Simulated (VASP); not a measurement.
Input of a VASP 6.6.1 run:

Contents of POSCAR:

```
Y
1.0
    2.5504521294      2.5504521294      0.0000000000
   -2.5504521294      2.5504521294      0.0000000000
    0.0000000000      0.0000000000      5.1009042588
Y
2
Direct
    0.0000000000      0.0000000000      0.0000000000
    0.5000000000      0.5000000000      0.5000000000
```

INCAR.step1

```
SYSTEM = Y
ALGO     = Normal         ! electronic algorithm
EDIFF    = 1E-4           ! SCF threshold, eV
ENCUT    = 520            ! plane-wave cutoff, eV
GGA      = PE             ! functional
ISMEAR   = 0              ! smearing method
LASPH    = .True.         ! aspherical terms in the spheres
LCHARG   = .False.        ! write CHGCAR
LREAL    = .False.        ! projectors in reciprocal space
LWAVE    = .True.         ! write WAVECAR
NBANDS   = 18             ! bands
NELM     = 80             ! most SCF steps
PREC     = Accurate       ! precision mode
SIGMA    = 0.1            ! smearing width, eV
```

File INCAR.step2:

```
SYSTEM = Y
ALGO     = Normal         ! electronic algorithm
EDIFF    = 1E-7           ! SCF threshold, eV
ENCUT    = 520            ! plane-wave cutoff, eV
ISIF     = 2              ! what is computed and relaxed
ISMEAR   = 0              ! smearing method
ISTART   = 1            
LASPH    = .True.         ! aspherical terms in the spheres
LCHARG   = .False.        ! write CHGCAR
LMIXTAU  = .True.       
LREAL    = .False.        ! projectors in reciprocal space
LWAVE    = .False.        ! write WAVECAR
METAGGA  = R2SCAN         ! meta-GGA
NBANDS   = 18             ! bands
NELM     = 80             ! most SCF steps
PREC     = Accurate       ! precision mode
SIGMA    = 0.1            ! smearing width, eV
```

Contents of KPOINTS:

```
k-points
0
Gamma
  14 14 10
  0 0 0
```

Potentials or basis: VASP PAW PBE potentials, release 64 (Y_sv).

The run is started by

```sh
$ cat potpaw_PBE.64/Y_sv/POTCAR > POTCAR
$ cp INCAR.step1 INCAR
$ mpirun -np 1 vasp_std > vasp.out
$ cp INCAR.step2 INCAR
$ mpirun -np 1 vasp_std > vasp.out
```

(1) Predict the band gap on the k mesh.

(2) What does it give for the pressure?

Results:

(1) zero (bands 11 and 12 overlap by 1.19 eV).

(2) 0.1 GPa.

Caveat: the PAW data sets were made with another functional, which shifts forces and pressure a little.
